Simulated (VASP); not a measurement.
Runs of VASP 6.6.1 on BiTe. The structure is that of space group Fm-3m (No. 225), or close to it. The cells are those of the table. 

| task | cell | k mesh for the DOS | occupations for the DOS | gap on the mesh (eV) | pressure (GPa) |
| --- | --- | --- | --- | --- | --- |
| single point | a = 4.575, b = 4.575, c = 4.666 Å, angles 59.3, 59.3, 58.7°, 2 atoms | - | - | none | 0.7 |
| electric field gradients | a = 4.482 Å, angles 60.0°, 2 atoms | - | - | none | 4.3 |
| single point | a = 4.482 Å, angles 60.0°, 2 atoms | - | - | none | 4.3 |
| single point | a = 4.605 Å, angles 60.0°, 2 atoms | - | - | none | -0.2 |
| single point | a = 4.665 Å, angles 60.0°, 2 atoms | - | - | none | -1.9 |
| electric field gradients | a = 4.575 Å, angles 60.0°, 2 atoms | - | - | none | 0.8 |
| electric field gradients | a = 4.665 Å, angles 60.0°, 2 atoms | - | - | none | (a) |
| electric field gradients | a = 4.544 Å, angles 60.0°, 2 atoms | - | - | none | 1.8 |
| electric field gradients | a = 4.605 Å, angles 60.0°, 2 atoms | - | - | none | -0.2 |
| single point | a = 4.544 Å, angles 60.0°, 2 atoms | - | - | none | 1.8 |

Alike in all rows: level PBE; potentials or basis VASP PAW PBE potentials, release 64 (Bi_d, Te); no spin polarisation; k mesh 10 × 10 × 10; cutoff (eV) 520; smearing fermi-dirac 0.03 eV.

Estimate the missing entries.

(a) -1.8.

Caveats: spin-orbit coupling is left out, which moves the levels of the heavy elements.

A k mesh can miss the band edges, and the runs leave out spin-orbit coupling on Bi, Te.

A gap of «none» marks levels without a gap at the run's occupations.
